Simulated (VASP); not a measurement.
Write the native input for VASP 6.6.1 that does the following.

```yaml
Task: single point
Functional: PBE
Potentials_or_basis: VASP PAW PBE potentials, release 64 (Hf_pv, As)
Cutoff: 520 eV
k_mesh: 4 × 4 × 4
Occupations: gaussian, width 0.1 eV
Spin: no spin polarisation
Dipole_correction: no
Further_INCAR_settings: ALGO = Normal; EDIFF = 1e-06; NBANDS = 23
```

The structure of HfAs4 lies in POSCAR:

```
HfAs4
1.0
    4.5805458200      0.0000000000      0.0000000000
    0.0000000000      4.5805458200      0.0000000000
    0.0000000000      0.0000000000      6.4778700200
Hf As
1 4
Direct
    0.0000000000      0.0000000000      0.0000000000
    0.5000000000      0.0000000000      0.2500000000
    0.0000000000      0.5000000000      0.7500000000
    0.5000000000      0.0000000000      0.7500000000
    0.0000000000      0.5000000000      0.2500000000
```

These files were run (other wordings do the same):

INCAR

```
PREC     = Accurate       # precision mode
ENCUT    = 520            # plane-wave cutoff, eV
EDIFF    = 1E-6           # SCF threshold, eV
ISMEAR   = 0              # smearing method
SIGMA    = 0.1            # smearing width, eV
LREAL    = False          # projectors in reciprocal space
LASPH    = True           # aspherical terms in the spheres
NELM     = 60             # most SCF steps
ALGO     = Normal         # electronic algorithm
ISIF     = 2              # what is computed and relaxed
LWAVE    = False          # write WAVECAR
LCHARG   = False          # write CHGCAR
GGA      = PE             # functional
NBANDS   = 23             # bands
```

KPOINTS

```
regular mesh
0
Gamma
  4 4 4
```

Potentials or basis: VASP PAW PBE potentials, release 64 (Hf_pv, As).

Run with:

```bash
$ cat potpaw_PBE.64/Hf_pv/POTCAR potpaw_PBE.64/As/POTCAR > POTCAR
$ mpirun -np 1 vasp_std > vasp.out
```

Results of the run:

| Property | Result |
| --- | --- |
| Pressure | -6.5 GPa |
| Largest force | 0.228 eV/Å |
| Band gap on the k mesh | zero (band 15 reaches 4.28 eV, above the bottom of band 16 at 2.16 eV) |

Caveat: spin-orbit coupling is left out, which moves the levels of the heavy elements; this functional lacks dispersion, which binds the layers, so the pressure and a relaxed spacing across them are unreliable.

Run time: 52 s on 1 thread of Intel Xeon 6975P-C, on a shared host, peak memory 0.25 GiB.
